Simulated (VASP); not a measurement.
Set up this calculation in VASP 6.6.1, as the native input.

- Task: single point
- Functional: PBE
- Potentials or basis: VASP PAW PBE potentials, release 64 (C)
- Cutoff: 600 eV
- k mesh: 14 × 14 × 14
- Occupations: fermi-dirac, width 0.1 eV
- Spin: no spin polarisation
- Dipole correction: no
- Further INCAR settings: ALGO = Normal; EDIFF = 1e-06; NBANDS = 11

The structure of C lies in POSCAR:

```
C
1.0
    0.0000000000      1.7834000000      1.7834000000
    1.7834000000      0.0000000000      1.7834000000
    1.7834000000      1.7834000000      0.0000000000
C
2
Direct
    0.5000000000      0.5000000000      0.5000000000
    0.7500000000      0.7500000000      0.7500000000
```

The input as run:

INCAR

```
SYSTEM = C
  PREC = Accurate
  ENCUT = 600
  EDIFF = 1E-6
  ISMEAR = -1
  SIGMA = 0.1
  LREAL = .False.
  LASPH = .True.
  NELM = 120
  ALGO = Normal
  ISIF = 2
  LWAVE = .False.
  LCHARG = .False.
  GGA = PE
  NBANDS = 11
  GGA_COMPAT = .False.
```

KPOINTS

```
Automatic mesh
0
Gamma
  14 14 14
  0 0 0
```

Potentials or basis: VASP PAW PBE potentials, release 64 (C).

Run with:

```sh
$ cat potpaw_PBE.64/C/POTCAR > POTCAR
$ mpirun -np 1 vasp_std > vasp.out
```

Results of the run:

| Item | Value |
| --- | --- |
| Pressure | 1.8 GPa |
| Band gap on the k mesh | 4.13 eV, indirect (least direct gap 5.59 eV) |

It took 7.2 s on 1 thread of AMD EPYC 9R45 96-Core Processor (Zen 5), on a shared host, peak memory 0.09 GiB.
